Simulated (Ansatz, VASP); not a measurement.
# TaCo3: VASP beside Ansatz

INCAR

```
ALGO     = Normal         # electronic algorithm
EDIFF    = 1E-7           # SCF threshold, eV
ENCUT    = 520            # plane-wave cutoff, eV
GGA      = CA             # functional
ISIF     = 2              # what is computed and relaxed
ISMEAR   = -1             # smearing method
LASPH    = True           # aspherical terms in the spheres
LCHARG   = False          # write CHGCAR
LREAL    = False          # projectors in reciprocal space
LWAVE    = False          # write WAVECAR
NBANDS   = 27             # bands
NELM     = 60             # most SCF steps
PREC     = Accurate       # precision mode
SIGMA    = 0.08           # smearing width, eV
```

File KPOINTS:

```
k-points
0
Gamma
  9 9 9
```

File POSCAR:

```
TaCo3
1.0
    3.8999569489      0.0000000000      0.0000000000
    0.0000000000      3.8999569489      0.0000000000
    0.0000000000      0.0000000000      3.8999569489
Ta Co
1 3
Direct
    0.0000000000      0.0000000000      0.0000000000
    0.0000000000      0.5000000000      0.5000000000
    0.5000000000      0.0000000000      0.5000000000
    0.5000000000      0.5000000000      0.0000000000
```

Input for Ansatz:

```yaml
crystal:
  lattice:
    - [3.8999569489, 0.0, 0.0]
    - [0.0, 3.8999569489, 0.0]
    - [0.0, 0.0, 3.8999569489]
  atoms:
    - { symbol: Ta, position: [0.0, 0.0, 0.0] }
    - { symbol: Co, position: [0.0, 0.5, 0.5] }
    - { symbol: Co, position: [0.5, 0.0, 0.5] }
    - { symbol: Co, position: [0.5, 0.5, 0.0] }
kpoints:
  mp_grid: { grid: [9, 9, 9] }
scf:
  occupations: { method: fermi_dirac, width: 0.08 }
  lower_state_search: "off"
hamiltonian:
  xc: lda
  pseudopotentials: { kind: paw }
output:
  forces: true
  stress: true
  eigenvalues: true
```

Change from the starting cell: volume scaled by 1.2, no spin polarisation, PAW files.

Alike in both runs: task single point; functional LDA; k mesh 9 × 9 × 9; occupations fermi-dirac, width 0.08 eV; no spin polarisation.

```csv
,VASP,Ansatz
version,VASP 6.6.1,Ansatz 0.2.0
potentials or method,"VASP PAW LDA potentials, release 64 (Ta_pv, Co)","PAW with Ansatz's default frozen-core files, scalar-relativistic"
plane-wave cutoff (eV),520,420
valence electrons in the cell,38,64
```

```csv
,VASP,Ansatz,Ansatz less VASP
pressure (GPa),-43.0,-43.4,-0.37
```

LDA's correlation is that of Perdew and Zunger in VASP and of Perdew and Wang (1992) in Ansatz. Both programs put the cell under strong tension, so it lies far from rest at this level. VASP's potentials hold 38 valence electrons a cell and Ansatz's 64, so a difference there can come from the potentials and not from the codes.

Neither program's run includes spin-orbit coupling. Noted on VASP's run: the cell as given lies far from equilibrium.
